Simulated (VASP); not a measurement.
Input of a VASP 6.6.1 run:

The input INCAR:

```
SYSTEM = Cu
PREC = Accurate ; ENCUT = 520
EDIFF = 1E-6 ; ISMEAR = -1
SIGMA = 0.1 ; LREAL = .FALSE.
LASPH = .TRUE. ; NELM = 80
ALGO = Normal ; ISIF = 2
LWAVE = .FALSE. ; LCHARG = .FALSE.
GGA = PE ; NBANDS = 24
```

Contents of KPOINTS:

```
regular mesh
0
G
  15 15 1
  0 0 0
```

Contents of POSCAR:

```
Cu
1.0
    2.5665139637      0.0000000000      0.0000000000
   -1.2832569818      2.2226662917      0.0000000000
    0.0000000000      0.0000000000     20.1911000000
Cu
3
Direct
    0.1666666667      0.3333333333      0.3974439066
    0.5000000000      1.0000000000      0.4999999857
    0.8333333333      0.6666666667      0.6025561074
```

Potentials or basis: VASP PAW PBE potentials, release 64 (Cu).

The run is started by

```bash
$ cat potpaw_PBE.64/Cu/POTCAR > POTCAR
$ mpirun -np 1 vasp_std > vasp.out
```

Question: Predict the largest force.

Answer: 0.020 eV/Å.

Question: What does it give for the band gap on the k mesh?

Answer: Zero (an odd number of electrons rules out a gap without spin polarisation).

Forces in eV/Å, atoms in the order of the input:
```
Cu   0.000  0.000 -0.020
Cu   0.000  0.000  0.000
Cu   0.000  0.000  0.020
```
